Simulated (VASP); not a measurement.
# BN (R3m) in VASP: notebook

The runs below take BN through single point, with LDA, r2SCAN, B3LYP.

Program: VASP 6.6.1. These are calculated values, not measurements. Logs are shortened: lines on timing, memory, paths and dates and some standing lists are left out, and cuts for length are marked.

### Step 1. The cell of the first run

Symmetry: R3m, No. 160, trigonal system. Conventional cell: a = 2.502 Å, b = 2.502 Å, c = 10.119 Å, α = 90.00°, β = 90.00°, γ = 120.00°. Within 1.9 Å of B (site symmetry 3m) lie 3 N at 1.44 Å. Within 1.9 Å of N (site symmetry 3m) lie 3 B at 1.44 Å.

### Step 2. Single point, LDA

The input, INCAR:

```
SYSTEM = BN
ALGO = Normal
EDIFF = 1E-6
ENCUT = 600
GGA_COMPAT = .False.
ISIF = 2
ISMEAR = 0
LASPH = .True.
LCHARG = .False.
LREAL = .False.
LWAVE = .False.
NBANDS = 11
NELM = 120
PREC = Accurate
SIGMA = 0.01
```

The input, KPOINTS:

```
k-points
0
Gamma
  6 6 6
  0 0 0
```

The input, POSCAR:

```
BN
1.0
    1.2511200000      0.7223344688      3.3729333333
   -1.2511200000      0.7223344688      3.3729333333
    0.0000000000     -1.4446689376      3.3729333333
B N
1 1
Direct
    0.0003300000      0.0003300000      0.0003300000
    0.6672366667      0.6672366667      0.6672366667
```

Potentials or basis: VASP PAW LDA potentials, release 64 (B, N).

Launch:

```console
cat potpaw_LDA.64/B/POTCAR potpaw_LDA.64/N/POTCAR > POTCAR
mpirun -np 1 vasp_std > vasp.out
```

OUTCAR:

```text
SYSTEM = BN
   EDIFF = 1E-6
   ENCUT = 600
   ISIF = 2
   ISMEAR = 0
   LASPH = .True.
   LREAL = .False.
   NELM = 120
   PREC = Accurate

 ion  position               nearest neighbor table
   1  0.000  0.000  0.000-   2 1.44   2 1.44   2 1.44
   2  0.667  0.667  0.667-   1 1.44   1 1.44   1 1.44

  LATTYP: Found a trigonal (rhomboedric) cell.
 ALAT       =     3.6692979724
 COS(alpha) =     0.7674791151

  Lattice vectors:

 A1 = (   1.2511200000,   0.7223344688,   3.3729333333)
 A2 = (  -1.2511200000,   0.7223344688,   3.3729333333)
 A3 = (   0.0000000000,  -1.4446689376,   3.3729333333)

Analysis of symmetry for initial positions (statically):
=====================================================================
 Subroutine PRICEL returns:
 Original cell was already a primitive cell.

 Routine SETGRP: Setting up the symmetry group for a
 trigonal (rhombohedral) supercell.

 Subroutine GETGRP returns: Found  6 space group operations
 (whereof  6 operations were pure point group operations)
 out of a pool of 12 trial point group operations.

The static configuration has the point symmetry C_3v.

Analysis of symmetry for dynamics (positions and initial velocities):
=====================================================================
 Subroutine PRICEL returns:
 Original cell was already a primitive cell.

 Routine SETGRP: Setting up the symmetry group for a
 trigonal (rhombohedral) supercell.

 Subroutine GETGRP returns: Found  6 space group operations
 (whereof  6 operations were pure point group operations)
 out of a pool of 12 trial point group operations.

The dynamic configuration has the point symmetry C_3v.

 Subroutine INISYM returns: Found  6 space group operations
 (whereof  6 operations are pure point group operations),
 and found     1 'primitive' translations

----------------------------------------------------------------------------------------

                                     Primitive cell

  volume of cell :      18.2893

  direct lattice vectors                    reciprocal lattice vectors
     1.251120000  0.722334469  3.372933333     0.399641921  0.230733371  0.098825948
    -1.251120000  0.722334469  3.372933333    -0.399641921  0.230733371  0.098825948
     0.000000000 -1.444668938  3.372933333     0.000000000 -0.461466741  0.098825948

  length of vectors
     3.669297972  3.669297972  3.669297972     0.471930208  0.471930208  0.471930208

[... 87 lines left out ...]
   ISYM   =      2    0-nonsym 1-usesym 2-fastsym
   POTIM  = 0.5000    time-step for ionic-motion
   TEBEG  =    0.0;   TEEND  =   0.0 temperature during run
   PSTRESS=    0.0 pullay stress
   NELECT =       8.0000    total number of electrons
   NUPDOWN=      -1.0000    fix difference up-down
   EMIN   =  10.00;   EMAX   =-10.00  energy-range for DOS
   EFERMI =   0.00;   METHOD = LEGACY
   ISMEAR =     0;   SIGMA  =   0.01  broadening in eV -4-tet -1-fermi 0-gaus
   EFERMI_NEDOS =   21; number of points for ismear=-14 and -15
   IALGO  =     38    algorithm
   IMIX   =      4    mixing-type and parameters
     AMIX     =   0.40;   BMIX     =  1.00
     AMIX_MAG =   1.60;   BMIX_MAG =  1.00
  volume/ion in A,a.u.               =       9.14        61.71
  Fermi-wavevector in a.u.,A,eV,Ry     =   1.242718  2.348397 21.012143  1.544349
  Thomas-Fermi vector in A             =   2.377061
   LORBIT       =      0    0 simple, 1 ext, 2 COOP (PROOUT), +10 PAW based schemes
   GGA     = CA    functional components
   LHFCALC =     F    Hartree Fock is set to
   AEXX    =    0.0000 exact exchange contribution
   IVDW    =     0    specifies the selected vdW correction
   LEPSILON=     F    determine dielectric tensor
   LRPA    =     F    only Hartree local field effects (RPA)
 non-spin polarized calculation
 Gauss-broadening in eV      SIGMA  =   0.01
  energy-cutoff  :      600.00
  volume of cell :       18.29
 maximum number of plane-waves:       620
 NGX is ok and might be reduce to    30
   NGX = 15   NGY = 15   NGZ = 15

 number of electron       8.0000000 magnetization

 Free energy of the ion-electron system (eV)
  ---------------------------------------------------
  ext. energy  EPLUGINS =         0.00000000
  ---------------------------------------------------
  free energy    TOTEN  =       -19.28838501 eV

  energy without entropy =      -19.28838501  energy(sigma->0) =      -19.28838501

 E-fermi :   2.0693     XC(G=0): -10.4316

 val. band max:        2.0010934754   @ k =  -0.3333   0.3333   0.0000
 cond. band min:       6.0926685530   @ k =   0.5000   0.5000  -0.0000
 fundamental gap:      4.0915750776
 Fermi energy:         2.0693175424

 k-point     1 :       0.0000    0.0000    0.0000
  band No.  band energies     occupation
      1     -15.5633      2.00000
      2      -2.2035      2.00000
      3       0.7049      2.00000
      4       0.7049      2.00000
      5       6.8453      0.00000
      6      13.5663      0.00000
      7      13.5663      0.00000
      8      14.9754      0.00000
      9      16.8087      0.00000
     10      27.6475      0.00000
     11      29.4370      0.00000
[... 309 lines left out ...]
 k-point    24 :      -0.3333    0.5000    0.1667
  band No.  band energies     occupation
      1     -12.3417      2.00000
      2      -5.9760      2.00000
      3      -3.2945      2.00000
      4       0.4062      2.00000
      5       7.2442      0.00000
      6      13.9593      0.00000
      7      15.5507      0.00000
      8      17.9606      0.00000
      9      21.1841      0.00000
     10      22.6617      0.00000
     11      24.5250      0.00000

 [... further k-points ...]

------------------------ aborting loop because EDIFF is reached ----------------------------------------

  FORCE on cell =-STRESS in cart. coord.  units (eV):
  Direction    XX          YY          ZZ          XY          YZ          ZX
  --------------------------------------------------------------------------------------
  -------------------------------------------------------------------------------------
  Total       -0.6156671     -0.6156671     -0.1335304      0.0000000      0.0000000      0.0000000
  in kB      -53.9336988    -53.9336988    -11.6975368      0.0000000      0.0000000      0.0000000
  external PRESSURE =     -39.8549781 kB  Pullay stress =       0.0000000 kB

 VOLUME and BASIS-vectors are now :
 -----------------------------------------------------------------------------
  energy-cutoff  :      600.00
  volume of cell :       18.29
      direct lattice vectors                 reciprocal lattice vectors
     1.251120000  0.722334469  3.372933333     0.399641921  0.230733371  0.098825948
    -1.251120000  0.722334469  3.372933333    -0.399641921  0.230733371  0.098825948
     0.000000000 -1.444668938  3.372933333     0.000000000 -0.461466741  0.098825948

 POSITION                                       TOTAL-FORCE (eV/Angst)
 -----------------------------------------------------------------------------------
      0.00000      0.00000      0.00334         0.000000      0.000000      0.001986
      0.00000      0.00000      6.75163         0.000000     -0.000000     -0.001986
 -----------------------------------------------------------------------------------
    total drift:                                0.000000      0.000000     -0.000102

  FREE ENERGIE OF THE ION-ELECTRON SYSTEM (eV)
  ---------------------------------------------------
  free  energy   TOTEN  =       -19.2883850094 eV

  energy  without entropy=      -19.2883850094  energy(sigma->0) =      -19.28838501
```

stdout:

```text
POSCAR found type information on POSCAR B N
 POSCAR found :  2 types and       2 ions
 scaLAPACK will be used
 LDA part: xc-table for (Slater(with rela. corr.)+CA(PZ))
 , standard interpolation
 POSCAR, INCAR and KPOINTS ok, starting setup
 FFT: planning ... GRIDC
 FFT: planning ... GRID_SOFT
 FFT: planning ... GRID
 WAVECAR not read
 entering main loop
```

Wall time 12 s (1 thread of AMD EPYC 7R43 (Zen 3), shared host); peak memory 0.11 GiB.

Results:

```
Free energy            : -19.2884 eV
Pressure               : -4.0 GPa
Band gap on the k mesh : 4.09 eV (least direct gap 4.55 eV)
```

Caveat: the k points lie up to 0.49 Å⁻¹ apart. A k mesh can miss the band edges.

### Step 3. Single point, r2SCAN

POSCAR is that of step 2.

The input, INCAR.step1:

```
ALGO = Normal
EDIFF = 1E-5
ENCUT = 660
GGA = PE
GGA_COMPAT = False
ISMEAR = 0
LASPH = True
LCHARG = False
LREAL = False
LWAVE = True
NBANDS = 11
NELM = 120
PREC = Accurate
SIGMA = 0.01
```

The input, INCAR.step2:

```
ALGO = Normal
EDIFF = 1E-6
ENCUT = 660
GGA_COMPAT = False
ISIF = 2
ISMEAR = 0
ISTART = 1
LASPH = True
LCHARG = True
LELF = True
LMIXTAU = True
LREAL = False
LVHAR = True
LWAVE = False
METAGGA = R2SCAN
NBANDS = 11
NELM = 120
PREC = Accurate
SIGMA = 0.01
```

The input, KPOINTS:

```
k-points
0
Gamma
  6 6 6
```

Potentials or basis: VASP PAW PBE potentials, release 64 (B, N).

Launch:

```console
cat potpaw_PBE.64/B/POTCAR potpaw_PBE.64/N/POTCAR > POTCAR
cp INCAR.step1 INCAR
mpirun -np 1 vasp_std > vasp.out
cp INCAR.step2 INCAR
mpirun -np 1 vasp_std > vasp.out
```

It took 68 s on 1 thread of AMD EPYC 7R43 (Zen 3), shared host; peak memory 0.14 GiB.

Results (log left out):

| Item | Value |
| --- | --- |
| Free energy | -19.3000 eV |
| Pressure | 0.1 GPa |
| Largest force | 0.008 eV/Å |
| Band gap on the k mesh | 4.84 eV (least direct gap 5.39 eV) |

Forces on the atoms (eV/Å):
```
B    0.000  0.000  0.008
N    0.000  0.000 -0.008
```

Stress tensor (GPa, compression positive):
```
0.01 0.00 0.00
0.00 0.01 0.00
0.00 0.00 0.27
```

Levels at points of the mesh, in eV from the valence-band top:
```csv
k point,band 1,band 2,band 3,band 4,band 5,band 6,band 7,band 8,band 9
"(0.00, 0.00, 0.00)",-18.77,-4.28,-1.31,-1.31,5.54,12.44,12.44,14.43,15.67
"(0.50, 0.00, 0.00)",-15.49,-9.28,-4.22,-0.59,5.96,10.63,13.77,15.79,21.04
"(0.50, 0.50, 0.00)",-15.43,-9.16,-4.27,-1.18,4.84,10.62,15.09,18.59,21.50
"(0.50, 0.50, 0.50)",-18.52,-6.29,-1.33,-1.33,10.86,12.36,12.36,13.07,17.77
```

Caveat: the k points lie up to 0.49 Å⁻¹ apart; the PAW data sets were made with another functional, which shifts forces and pressure a little. A k mesh can miss the band edges.

### Step 4. Single point, B3LYP

POSCAR is that of step 3.

The input, INCAR.step1:

```
ALGO = Normal ; EDIFF = 1E-5
ENCUT = 520 ; GGA = PE
GGA_COMPAT = False ; ISIF = 2
ISMEAR = 0 ; LASPH = True
LCHARG = False ; LREAL = False
LWAVE = True ; NBANDS = 11
NELM = 120 ; PREC = Accurate
SIGMA = 0.01
```

The input, INCAR.step2:

```
AEXX = 0.2 ; AGGAC = 0.81
AGGAX = 0.72 ; ALDAC = 0.19
ALGO = Normal ; EDIFF = 1E-6
ENCUT = 520 ; GGA = B3
GGA_COMPAT = False ; ISIF = 2
ISMEAR = 0 ; ISTART = 1
LASPH = True ; LCHARG = False
LHFCALC = True ; LREAL = False
LWAVE = False ; NBANDS = 11
NELM = 120 ; PREC = Accurate
PRECFOCK = Normal ; SIGMA = 0.01
```

KPOINTS is that of step 3.

Launch:

```console
cat potpaw_PBE.64/B/POTCAR potpaw_PBE.64/N/POTCAR > POTCAR
cp INCAR.step1 INCAR
mpirun -np 1 vasp_std > vasp.out
cp INCAR.step2 INCAR
mpirun -np 1 vasp_std > vasp.out
```

Run time: 20 min. Hardware: 1 thread of AMD EPYC 7R43 (Zen 3), shared host; peak memory 0.13 GiB.

Results (log left out):

| Property | Result |
| --- | --- |
| Free energy | -20.0659 eV |
| Pressure | 0.6 GPa |
| Band gap on the k mesh | 5.98 eV (least direct gap 6.49 eV) |

Forces on the atoms (eV/Å):
```
B    0.000  0.000  0.003
N    0.000  0.000 -0.003
```

Stress tensor (GPa, compression positive):
```
-0.62  0.00  0.00
 0.00 -0.62  0.00
 0.00  0.00  3.15
```

Levels at points of the mesh, in eV from the valence-band top:
```
           k point  band 1  band 2  band 3  band 4  band 5  band 6  band 7  band 8
(0.00, 0.00, 0.00)  -19.15   -4.48   -1.60   -1.60    6.73   13.79   13.79   15.55
(0.50, 0.00, 0.00)  -15.79   -9.62   -4.52   -0.63    7.08   11.97   14.93   16.83
(0.50, 0.50, 0.00)  -15.72   -9.50   -4.58   -1.25    5.98   11.97   16.19   19.56
(0.50, 0.50, 0.50)  -18.88   -6.57   -1.61   -1.61   12.09   13.71   13.71   14.46
```

Caveat: the k points lie up to 0.49 Å⁻¹ apart; the PAW data sets were made with another functional, which shifts forces and pressure a little. A k mesh can miss the band edges.

### Step 5. Overview

| level | potentials or basis | cutoff (eV) | grid for exact exchange (PRECFOCK) | share of exact exchange | gap on the mesh (eV) | pressure (GPa) |
| --- | --- | --- | --- | --- | --- | --- |
| LDA | VASP PAW LDA potentials, release 64 (B, N) | 600 | - | - | 4.09 | -4.0 |
| r2SCAN | VASP PAW PBE potentials, release 64 (B, N) | 660 | - | - | 4.84 | 0.1 |
| B3LYP | VASP PAW PBE potentials, release 64 (B, N) | 520 | Normal | 0.2 | 5.98 | 0.6 |

Alike in all rows: task single point; no spin polarisation; cell as given; k mesh 6 × 6 × 6; smearing gaussian 0.01 eV.

Caveats: all runs use coarse meshes; the PAW data sets were made with another functional, which shifts forces and pressure a little (at least some runs).

Absolute energies hang on the potentials; compare differences alone.
